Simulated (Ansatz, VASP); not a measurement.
Hg: VASP beside Ansatz

```xyz
1
Lattice="1.7375 1.0118 2.2340 -1.7225 0.9858 2.2340 -0.0150 -1.9976 2.2340" Properties=species:S:1:pos:R:3 pbc="T T T"
Hg    0.0000    0.0000    0.0000
```

Change from the starting cell: xy shear strain of +1.5 %, crystal datasets.

Alike in both runs: task electric field gradients; functional PBE; k mesh 12 × 12 × 12; occupations fermi-dirac, width 0.03 eV; no spin polarisation.

|  | VASP | Ansatz |
| --- | --- | --- |
| version | VASP 6.6.1 | Ansatz 0.2.0 |
| potentials or method | VASP PAW PBE potentials, release 64 (Hg), cutoff 520 eV | all-electron PAW with datasets made for the crystal, scalar-relativistic |

|  | VASP | Ansatz | Ansatz less VASP |
| --- | --- | --- | --- |
| pressure (GPa) | 6.5 | 6.1 | -0.47 |
| traceless stress, the component that is largest in VASP (GPa) | 0.78 | 0.60 | -0.182 |
| size of Vzz on the site where it differs most (V/Å²) | 146.2 | 121.2 | -25.07 |

Ansatz ran all-electron here, and VASP with PAW potentials.

Neither program's run includes spin-orbit coupling.
